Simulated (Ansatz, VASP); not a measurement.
MgO: VASP beside Ansatz

```
CELL_PARAMETERS angstrom
3.56321 0.00000 0.00000
-1.78160 3.08583 0.00000
0.00000 0.00000 4.29412
ATOMIC_POSITIONS crystal
Mg 0.33333 0.66667 0.00216
Mg 0.66667 0.33333 0.50216
O 0.33333 0.66667 0.40244
O 0.66667 0.33333 0.90244
```

Alike in both runs: task single point; functional PBEsol; k mesh 9 × 9 × 6; occupations gaussian, width 0.05 eV; no spin polarisation.

```csv
,VASP,Ansatz
version,VASP 6.6.1,Ansatz 0.2.0
potentials or method,"VASP PAW PBE potentials, release 64 (Mg, O), cutoff 520 eV","scalar-relativistic, plane waves, PAW"
valence electrons in the cell,16,32
```

|  | VASP | Ansatz | Ansatz less VASP |
| --- | --- | --- | --- |
| gap on the k mesh at the Fermi level (eV) | 3.17 | 3.16 | -0.005 |
| least direct gap on the mesh (eV) | 3.17 | 3.16 | -0.005 |
| pressure (GPa) | 7.9 | 7.8 | -0.13 |
| traceless stress, the component that is largest in VASP (GPa) | 37.22 | 36.28 | -0.939 |
| rms of the force components (eV/Å) | 2.635 | 2.564 | -0.0711 |

VASP's potentials were made for PBE, not for PBEsol. Atom by atom the forces differ by 0.071 eV/Å (rms over components). The functional is the same, so the differences come from potentials, cutoffs and numerics. VASP's potentials hold 16 valence electrons a cell and Ansatz's 32, so a difference there can come from the potentials and not from the codes.
